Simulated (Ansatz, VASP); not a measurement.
## N: VASP beside Ansatz

```xyz
2
Lattice="0.0000 2.0566 2.0566 2.0566 0.0000 2.0566 2.0566 2.0566 0.0000" Properties=species:S:1:pos:R:3 pbc="T T T"
N     0.0000    0.0000    0.0000
N     1.0283    1.0283    1.0283
```

Change from the starting cell: volume scaled by 0.95.

Alike in both runs: task single point; functional PBE; k mesh 13 × 13 × 13; occupations fermi-dirac, width 0.08 eV; no spin polarisation.

```csv
,VASP,Ansatz
version,VASP 6.6.1,Ansatz 0.2.0
potentials or method,"VASP PAW PBE potentials, release 64 (N), cutoff 520 eV","all-electron LAPW, scalar-relativistic"
```

|  | VASP | Ansatz | Ansatz less VASP |
| --- | --- | --- | --- |
| pressure (GPa) | 8.7 | 8.7 | -0.02 |

Ansatz ran all-electron here, and VASP with PAW potentials.
